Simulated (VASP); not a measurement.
A run of VASP 6.6.1 is set up as follows.

INCAR

```
SYSTEM = SiSb2
PREC = Accurate
ENCUT = 520
EDIFF = 1E-6
ISMEAR = 0
SIGMA = 0.1
LREAL = .FALSE.
LASPH = .TRUE.
NELM = 100
ALGO = Normal
ISIF = 2
LWAVE = .FALSE.
LCHARG = .TRUE.
GGA = PE
LELF = .TRUE.
LVHAR = .TRUE.
NBANDS = 23
```

KPOINTS

```
regular mesh
0
G
  10 10 4
  0 0 0
```

Contents of POSCAR:

```
SiSb2
1.0
    4.0725589251      0.0000000000      0.0000000000
    0.0000000000      4.0725589251      0.0000000000
    0.0000000000      0.0000000000      9.7545268312
Si Sb
2 4
Direct
    0.5000000000      0.0000000000      0.3689383966
    0.0000000000      0.5000000000      0.6310616034
    0.0000000000      0.0000000000      0.0000000000
    0.5000000000      0.5000000000      0.0000000000
    0.5000000000      0.0000000000      0.6450306614
    0.0000000000      0.5000000000      0.3549693386
```

Potentials or basis: VASP PAW PBE potentials, release 64 (Si, Sb).

The run is started by

```sh
$ cat potpaw_PBE.64/Si/POTCAR potpaw_PBE.64/Sb/POTCAR > POTCAR
$ mpirun -np 1 vasp_std > vasp.out
```

Question: What does it give for the pressure?

Answer: 0.0 GPa.

Question: What does it give for the largest force?

Answer: 0.027 eV/Å.

Question: Estimate the band gap on the k mesh.

Answer: Zero (bands 14 and 15 overlap by 1.58 eV).

Forces on the atoms (eV/Å):
```
Si   0.000  0.000 -0.027
Si   0.000  0.000  0.027
Sb   0.000  0.000  0.000
Sb   0.000  0.000  0.000
Sb   0.000  0.000  0.008
Sb   0.000  0.000 -0.008
```

Caveat: spin-orbit coupling is left out, which moves the levels of the heavy elements.
